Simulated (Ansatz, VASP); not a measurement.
**One calculation of Hf, two programs**

```xyz
2
Lattice="3.1967 0.0000 0.0000 -1.5983 2.7684 0.0000 0.0000 0.0000 5.0578" Properties=species:S:1:pos:R:3 pbc="T T T"
Hf    1.5984    0.9228    3.7934
Hf    0.0000    1.8456    1.2645
```

Alike in both runs: task relaxation of cell and atoms; functional PBE; k mesh 10 × 10 × 5; occupations fermi-dirac, width 0.05 eV; no spin polarisation.

|  | VASP | Ansatz |
| --- | --- | --- |
| version | VASP 6.6.1 | Ansatz 0.2.0 |
| potentials or method | VASP PAW PBE potentials, release 54 (Hf_pv) | Ansatz PAW |
| plane-wave cutoff (eV) | 600 | 420 |
| valence electrons in the cell | 20 | 52 |

Ansatz gave:

```
gap on the k mesh at the Fermi level, each at its own relaxed structure (eV) : none
relaxed volume (Å³/atom)                                                     : 22.51
relaxed cell length with the largest relative difference (Å)                 : 5.059
```

Which values does VASP return?

gap on the k mesh at the Fermi level, each at its own relaxed structure (eV): none; relaxed volume (Å³/atom): 22.42; relaxed cell length with the largest relative difference (Å): 5.049.

A gap of «none» marks a metal or a gap that the smearing closes. VASP's potentials hold 20 valence electrons a cell and Ansatz's 52, so a difference there can come from the potentials and not from the codes.

Neither program's run includes spin-orbit coupling. Noted on Ansatz's run: the plane-wave basis is chosen anew once the cell has moved, so the energies of steps on either side of that aren't comparable.
